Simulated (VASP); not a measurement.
# TeW (P6_3mc) in VASP: single point with PBE

Aim: the single point of TeW with PBE.

All numbers are computed with VASP 6.6.1; they aren't measurements. Logs are shortened: lines on timing, memory, paths and dates and some standing lists are left out, and cuts for length are marked.

## 1. The cell of the first run

It takes space group P6_3mc (No. 186, hexagonal). The conventional cell has a = 3.275 Å, b = 3.275 Å, c = 9.232 Å, α = 90.00°, β = 90.00°, γ = 120.00°. Te (site symmetry 3m) has 4 W at 2.66 to 2.74 Å and 6 Te at 3.27 Å within 3.5 Å. W (site symmetry 3m) has 4 Te at 2.66 to 2.74 Å and 6 W at 3.27 Å within 3.5 Å.

The cell was generated, and may not be a known phase.

## 2. Single point, PBE

INCAR

```
PREC = Accurate
ENCUT = 500
EDIFF = 1E-6
ISMEAR = 0
SIGMA = 0.2
LREAL = False
LASPH = True
NELM = 120
ALGO = Normal
ISIF = 2
LWAVE = False
LCHARG = True
GGA = PE
LELF = True
LVHAR = True
NBANDS = 28
GGA_COMPAT = False
```

KPOINTS

```
regular mesh
0
Gamma
  5 5 3
```

POSCAR

```
TeW
1.0
    3.2748975285      0.0000000000      0.0000000000
   -1.6374487642      2.8361444544      0.0000000000
    0.0000000000      0.0000000000      9.2315445372
Te W
2 2
Direct
    0.3333333333      0.6666666667      0.0440044864
    0.6666666667      0.3333333333      0.5440044864
    0.3333333333      0.6666666667      0.3409955036
    0.6666666667      0.3333333333      0.8409955036
```

Potentials or basis: VASP PAW PBE potentials, release 64 (Te, W_sv).

Command:

```bash
$ cat potpaw_PBE.64/Te/POTCAR potpaw_PBE.64/W_sv/POTCAR > POTCAR
$ mpirun -np 1 vasp_std > vasp.out
```

OUTCAR:

```text
PREC = Accurate
   ENCUT = 500
   EDIFF = 1E-6
   ISMEAR = 0
   LREAL = False
   LASPH = True
   NELM = 120
   ISIF = 2
   GGA = PE

 ion  position               nearest neighbor table
   1  0.333  0.667  0.044-   4 2.66   4 2.66   4 2.66   3 2.74
   2  0.667  0.333  0.544-   3 2.66   3 2.66   3 2.66   4 2.74
   3  0.333  0.667  0.341-   2 2.66   2 2.66   2 2.66   1 2.74
   4  0.667  0.333  0.841-   1 2.66   1 2.66   1 2.66   2 2.74

  LATTYP: Found a hexagonal cell.
 ALAT       =     3.2748975285
 C/A-ratio  =     2.8188804251

  Lattice vectors:

 A1 = (   3.2748975285,   0.0000000000,   0.0000000000)
 A2 = (  -1.6374487642,   2.8361444544,   0.0000000000)
 A3 = (   0.0000000000,   0.0000000000,   9.2315445372)

Analysis of symmetry for initial positions (statically):
=====================================================================
 Subroutine PRICEL returns:
 Original cell was already a primitive cell.

 Routine SETGRP: Setting up the symmetry group for a
 hexagonal supercell.

 Subroutine GETGRP returns: Found 12 space group operations
 (whereof  6 operations were pure point group operations)
 out of a pool of 24 trial point group operations.

The static configuration has the point symmetry C_3v.
 The point group associated with its full space group is C_6v.

Analysis of symmetry for dynamics (positions and initial velocities):
=====================================================================
 Subroutine PRICEL returns:
 Original cell was already a primitive cell.

 Routine SETGRP: Setting up the symmetry group for a
 hexagonal supercell.

 Subroutine GETGRP returns: Found 12 space group operations
 (whereof  6 operations were pure point group operations)
 out of a pool of 24 trial point group operations.

The dynamic configuration has the point symmetry C_3v.
 The point group associated with its full space group is C_6v.

 Subroutine INISYM returns: Found 12 space group operations
 (whereof  6 operations are pure point group operations),
 and found     1 'primitive' translations

----------------------------------------------------------------------------------------

                                     Primitive cell

  volume of cell :      85.7433

  direct lattice vectors                    reciprocal lattice vectors
     3.274897528  0.000000000  0.000000000     0.305353066  0.176295675  0.000000000
    -1.637448764  2.836144454  0.000000000     0.000000000  0.352591349  0.000000000
     0.000000000  0.000000000  9.231544537     0.000000000  0.000000000  0.108324235

  length of vectors
     3.274897528  3.274897528  9.231544537     0.352591349  0.352591349  0.108324235

  position of ions in fractional coordinates (direct lattice)
     0.333333333  0.666666667  0.044004486
     0.666666667  0.333333333  0.544004486
     0.333333333  0.666666667  0.340995504
     0.666666667  0.333333333  0.840995504

  ion indices of the primitive-cell ions
   primitive index   ion index
                 1           1
                 2           2
                 3           3
                 4           4

----------------------------------------------------------------------------------------

 KPOINTS: regular mesh

Automatic generation of k-mesh.
 Grid dimensions read from file:
 generate k-points for:    5    5    3

 Generating k-lattice:

  Cartesian coordinates                     Fractional coordinates (reciprocal lattice)
     0.061070613  0.035259135  0.000000000     0.200000000 -0.000000000  0.000000000
     0.000000000  0.070518270  0.000000000     0.000000000  0.200000000  0.000000000
     0.000000000  0.000000000  0.036108078     0.000000000  0.000000000  0.333333333

  Length of vectors
     0.070518270  0.070518270  0.036108078

  Shift w.r.t. Gamma in fractional coordinates (k-lattice)
     0.000000000  0.000000000  0.000000000

 Subroutine IBZKPT returns following result:
 ===========================================

 Found     10 irreducible k-points:

 Following reciprocal coordinates:
            Coordinates               Weight
  0.000000  0.000000  0.000000      1.000000
  0.200000 -0.000000  0.000000      6.000000
  0.400000  0.000000  0.000000      6.000000
  0.200000  0.200000  0.000000      6.000000
  0.400000  0.200000  0.000000      6.000000
  0.000000  0.000000  0.333333      2.000000
  0.200000 -0.000000  0.333333     12.000000
  0.400000  0.000000  0.333333     12.000000
  0.200000  0.200000  0.333333     12.000000
  0.400000  0.200000  0.333333     12.000000
   k-points           NKPTS =     10   k-points in BZ     NKDIM =     10   number of bands    NBANDS=     28
   number of dos      NEDOS =    301   number of ions     NIONS =      4
   total plane-waves  NPLWV =  40320
   dimension x,y,z NGX =    24 NGY =   24 NGZ =   70
   dimension x,y,z NGXF=    48 NGYF=   48 NGZF=  140
   ions per type =               2   2
   NGX,Y,Z   is equivalent  to a cutoff of  12.18, 12.18, 12.61 a.u.
   NGXF,Y,Z  is equivalent  to a cutoff of  24.37, 24.37, 25.21 a.u.
 SYSTEM =  unknown system
   PREC   = accura    normal or accurate (medium, high low for compatibility)
   ISTART =      0    job   : 0-new  1-cont  2-samecut
   ICHARG =      2    charge: 1-file 2-atom 10-const
   ISPIN  =      1    spin polarized calculation?
   LNONCOLLINEAR =      F non collinear calculations
   LSORBIT =      F    spin-orbit coupling
   LASPH  =      T    aspherical Exc in radial PAW
   ENCUT  =  500.0 eV  36.75 Ry    6.06 a.u.   5.97  5.97 16.83*2*pi/ulx,y,z
   NELM   =    120;   NELMIN=  2; NELMDL= -5     # of ELM steps
   EDIFF  = 0.1E-05   stopping-criterion for ELM
   LREAL  =      F    real-space projection
   EDIFFG = 0.1E-04   stopping-criterion for IOM
   NSW    =      0    number of steps for IOM
   IBRION =     -1    ionic relax: 0-MD 1-quasi-New 2-CG
   NFREE  =      0    steps in history (QN), initial steepest desc. (CG)
   ISIF   =      2    stress and relaxation
   ISYM   =      2    0-nonsym 1-usesym 2-fastsym
   POTIM  = 0.5000    time-step for ionic-motion
   TEBEG  =    0.0;   TEEND  =   0.0 temperature during run
   PSTRESS=    0.0 pullay stress
   NELECT =      40.0000    total number of electrons
   NUPDOWN=      -1.0000    fix difference up-down
   EMIN   =  10.00;   EMAX   =-10.00  energy-range for DOS
   EFERMI =   0.00;   METHOD = LEGACY
   ISMEAR =     0;   SIGMA  =   0.20  broadening in eV -4-tet -1-fermi 0-gaus
   EFERMI_NEDOS =   21; number of points for ismear=-14 and -15
   IALGO  =     38    algorithm
   IMIX   =      4    mixing-type and parameters
     AMIX     =   0.40;   BMIX     =  1.00
     AMIX_MAG =   1.60;   BMIX_MAG =  1.00
  volume/ion in A,a.u.               =      21.44       144.66
  Fermi-wavevector in a.u.,A,eV,Ry     =   1.269681  2.399350 21.933820  1.612090
  Thomas-Fermi vector in A             =   2.402709
   LORBIT       =      0    0 simple, 1 ext, 2 COOP (PROOUT), +10 PAW based schemes
   GGA     = PE    functional components
   LHFCALC =     F    Hartree Fock is set to
   AEXX    =    0.0000 exact exchange contribution
   IVDW    =     0    specifies the selected vdW correction
   LEPSILON=     F    determine dielectric tensor
   LRPA    =     F    only Hartree local field effects (RPA)
 non-spin polarized calculation
 Gauss-broadening in eV      SIGMA  =   0.20
  energy-cutoff  :      500.00
  volume of cell :       85.74
 maximum number of plane-waves:      2200
 NGX is ok and might be reduce to    24
   NGX = 11   NGY = 11   NGZ = 33

 number of electron      39.9999999 magnetization

 Free energy of the ion-electron system (eV)
  ---------------------------------------------------
  ext. energy  EPLUGINS =         0.00000000
  ---------------------------------------------------
  free energy    TOTEN  =       -29.29428537 eV

  energy without entropy =      -29.26734606  energy(sigma->0) =      -29.28081571

 E-fermi :   9.8648     XC(G=0): -11.5448

 val. band max:        9.8547490715   @ k =   0.0000   0.0000   0.3333
 cond. band min:      10.0498112119   @ k =   0.2000  -0.0000   0.0000
 fundamental gap:      0.1950621404
 Fermi energy:         9.8647603115

 k-point     1 :       0.0000    0.0000    0.0000
  band No.  band energies     occupation
      1     -64.4364      2.00000
      2     -64.4364      2.00000
      3     -28.7438      2.00000
      4     -28.7372      2.00000
      5     -28.4854      2.00000
      6     -28.4854      2.00000
[... 20 lines left out ...]
     27      14.3060      0.00000
     28      14.5995      0.00000

 k-point     2 :       0.2000   -0.0000    0.0000
  band No.  band energies     occupation
      1     -64.4329      2.00000
      2     -64.4328      2.00000
      3     -28.7305      2.00000
      4     -28.7251      2.00000
      5     -28.5613      2.00000
      6     -28.5607      2.00000
[... 20 lines left out ...]
     27      14.1923      0.00000
     28      16.2978      0.00000

 k-point     3 :       0.4000    0.0000    0.0000
  band No.  band energies     occupation
      1     -64.4271      2.00000
      2     -64.4271      2.00000
      3     -28.7087      2.00000
      4     -28.7062      2.00000
      5     -28.6820      2.00000
      6     -28.6812      2.00000
[... 20 lines left out ...]
     27      13.8645      0.00000
     28      14.5429      0.00000

 k-point     4 :       0.2000    0.2000    0.0000
  band No.  band energies     occupation
      1     -64.4282      2.00000
      2     -64.4282      2.00000
      3     -28.7128      2.00000
      4     -28.7095      2.00000
      5     -28.6395      2.00000
      6     -28.6394      2.00000
[... 144 lines left out ...]
     27      13.7533      0.00000
     28      14.7519      0.00000

 k-point     9 :       0.2000    0.2000    0.3333
  band No.  band energies     occupation
      1     -64.4282      2.00000
      2     -64.4282      2.00000
      3     -28.7120      2.00000
      4     -28.7103      2.00000
      5     -28.6395      2.00000
      6     -28.6394      2.00000
[... 20 lines left out ...]
     27      14.2482      0.00000
     28      16.2232      0.00000

 k-point    10 :       0.4000    0.2000    0.3333
  band No.  band energies     occupation
      1     -64.4253      2.00000
      2     -64.4253      2.00000
      3     -28.7004      2.00000
      4     -28.6999      2.00000
      5     -28.6775      2.00000
      6     -28.6772      2.00000
[... 20 lines left out ...]
     27      14.1231      0.00000
     28      14.4316      0.00000

------------------------ aborting loop because EDIFF is reached ----------------------------------------

  FORCE on cell =-STRESS in cart. coord.  units (eV):
  Direction    XX          YY          ZZ          XY          YZ          ZX
  --------------------------------------------------------------------------------------
  -------------------------------------------------------------------------------------
  Total       -0.0133230     -0.0133230      0.0076978     -0.0000000      0.0000000      0.0000000
  in kB       -0.2489509     -0.2489509      0.1438396     -0.0000000      0.0000000      0.0000000
  external PRESSURE =      -0.1180208 kB  Pullay stress =       0.0000000 kB

 VOLUME and BASIS-vectors are now :
 -----------------------------------------------------------------------------
  energy-cutoff  :      500.00
  volume of cell :       85.74
      direct lattice vectors                 reciprocal lattice vectors
     3.274897528  0.000000000  0.000000000     0.305353066  0.176295675  0.000000000
    -1.637448764  2.836144454  0.000000000     0.000000000  0.352591349  0.000000000
     0.000000000  0.000000000  9.231544537     0.000000000  0.000000000  0.108324235

 POSITION                                       TOTAL-FORCE (eV/Angst)
 -----------------------------------------------------------------------------------
     -0.00000      1.89076      0.40623         0.000000      0.000000     -0.002753
      1.63745      0.94538      5.02200         0.000000     -0.000000     -0.002753
     -0.00000      1.89076      3.14792        -0.000000      0.000000      0.002753
      1.63745      0.94538      7.76369         0.000000      0.000000      0.002753
 -----------------------------------------------------------------------------------
    total drift:                               -0.000000      0.000000     -0.001538

  FREE ENERGIE OF THE ION-ELECTRON SYSTEM (eV)
  ---------------------------------------------------
  free  energy   TOTEN  =       -29.2942853699 eV

  energy  without entropy=      -29.2673460579  energy(sigma->0) =      -29.28081571
```

It took 20 s on 1 thread of AMD EPYC 7R13 (Zen 3), shared host; peak memory 0.16 GiB.

Results:

- Free energy: -29.2943 eV
- Pressure: 0.0 GPa
- Band gap on the k mesh: 0.20 eV (least direct gap 0.21 eV)

Forces in eV/Å, atoms in the order of the input:
```
Te   0.000  0.000 -0.003
Te   0.000  0.000 -0.003
W    0.000  0.000  0.003
W    0.000  0.000  0.003
```

Caveat: the k points lie up to 0.44 Å⁻¹ apart; spin-orbit coupling is left out, which moves the levels of the heavy elements. A k mesh can miss the band edges.
